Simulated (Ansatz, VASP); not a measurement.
Two plane-wave programs on MnSi4C

File INCAR:

```
PREC = Accurate
ENCUT = 520
EDIFF = 1E-6
ISMEAR = 0
SIGMA = 0.1
LREAL = False
LASPH = True
NELM = 150
ALGO = Normal
ISIF = 2
LWAVE = False
LCHARG = True
ISPIN = 2
MAGMOM = 4 0 0 0 0 0
LORBIT = 11
LMAXMIX = 4
GGA = PE
LELF = True
LVHAR = True
NBANDS = 30
```

File KPOINTS:

```
regular mesh
0
Gamma
  6 6 4
```

The input POSCAR:

```
MnSi4C
1.0
    3.4804140300      0.0000000000      0.0000000000
   -1.7402070100      3.0141269700      0.0000000000
    0.0000000000      0.0000000000      7.0404053000
Mn Si C
1 4 1
Direct
    0.0000000000      0.0000000000      0.5000000000
    0.3333333300      0.6666666700      0.7665540000
    0.3333333300      0.6666666700      0.2334460000
    0.6666666700      0.3333333300      0.7665540000
    0.6666666700      0.3333333300      0.2334460000
    0.0000000000      0.0000000000      0.0000000000
```

Input for Ansatz:

```yaml
crystal:
  lattice:
    - [3.48041403, 0.0, 0.0]
    - [-1.74020701, 3.01412697, 0.0]
    - [0.0, 0.0, 7.0404053]
  atoms:
    - { symbol: Mn, position: [0.0, 0.0, 0.5], spin: 4.0 }
    - { symbol: Si, position: [0.33333333, 0.66666667, 0.766554] }
    - { symbol: Si, position: [0.33333333, 0.66666667, 0.233446] }
    - { symbol: Si, position: [0.66666667, 0.33333333, 0.766554] }
    - { symbol: Si, position: [0.66666667, 0.33333333, 0.233446] }
    - { symbol: C, position: [0.0, 0.0, 0.0] }
basis:
  ecutwfc: 420
kpoints:
  mp_grid: { grid: [6, 6, 4] }
hamiltonian:
  xc: pbe
scf:
  occupations: { method: gaussian, width: 0.1 }
  lower_state_search: "off"
output:
  forces: true
  stress: true
  eigenvalues: true
  populations: true
magnetization:
  spin_polarized: true
```

Change from the starting cell: species swapped into the TaCrB4 type (P6/mmm, No. 191).

Alike in both runs: task single point; functional PBE; k mesh 6 × 6 × 4; occupations gaussian, width 0.1 eV; collinear spin.

```csv
,VASP,Ansatz
version,VASP 6.6.1,Ansatz 0.2.0
potentials or method,"VASP PAW PBE potentials, release 64 (Mn_pv, Si, C), cutoff 520 eV","scalar-relativistic, plane waves, PAW"
valence electrons in the cell,33,35
```

Ansatz gave:

| Property | Result |
| --- | --- |
| gap on the k mesh at the Fermi level (eV) | none |
| rms of the force components (eV/Å) | 0.053 |
| net moment per atom (μB) | 0.58 |
| size of the moment on the site where the two differ most (μB) | 0.09 |

Task: Estimate VASP's values.

Result: gap on the k mesh at the Fermi level (eV): none; rms of the force components (eV/Å): 0.053; net moment per atom (μB): 0.59; size of the moment on the site where the two differ most (μB): 0.06.

Site moments also hang on the region over which each program counts them. Atom by atom the forces differ by 0.000 eV/Å (rms over components). A gap of «none» marks a metal or a gap that the smearing closes. VASP's potentials hold 33 valence electrons a cell and Ansatz's 35, so a difference there can come from the potentials and not from the codes.
